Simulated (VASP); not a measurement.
A run of VASP 6.6.1 is set up as follows.

INCAR

```
SYSTEM = BaTiO3
PREC = Accurate
ENCUT = 520
EDIFF = 1E-6
ISMEAR = 0
SIGMA = 0.01
LREAL = .FALSE.
LASPH = .TRUE.
NELM = 100
ALGO = Normal
ISIF = 2
LWAVE = .FALSE.
LCHARG = .FALSE.
GGA = PS
NBANDS = 28
```

KPOINTS

```
regular mesh
0
G
  3 3 3
  0 0 0
```

POSCAR

```
BaTiO3
1.0
    2.8273670000      1.6323810000      2.3183930000
   -2.8273670000      1.6323810000      2.3183930000
    0.0000000000     -3.2647620000      2.3183930000
Ba Ti O
1 1 3
Direct
    0.0000000000      0.0000000000      0.0000000000
    0.4845000000      0.4845000000      0.4845000000
    0.5086000000      0.5086000000      0.0175000000
    0.0175000000      0.5086000000      0.5086000000
    0.5086000000      0.0175000000      0.5086000000
```

Potentials or basis: VASP PAW PBE potentials, release 64 (Ba_sv, Ti_sv, O).

Command:

```bash
$ cat potpaw_PBE.64/Ba_sv/POTCAR potpaw_PBE.64/Ti_sv/POTCAR potpaw_PBE.64/O/POTCAR > POTCAR
$ mpirun -np 1 vasp_std > vasp.out
```

(1) Predict the largest force.

(2) Predict the pressure.

Answers

(1) 0.233 eV/Å.

(2) 0.7 GPa.

Caveat: the k points lie up to 0.52 Å⁻¹ apart; the PAW data sets were made with another functional, which shifts forces and pressure a little.
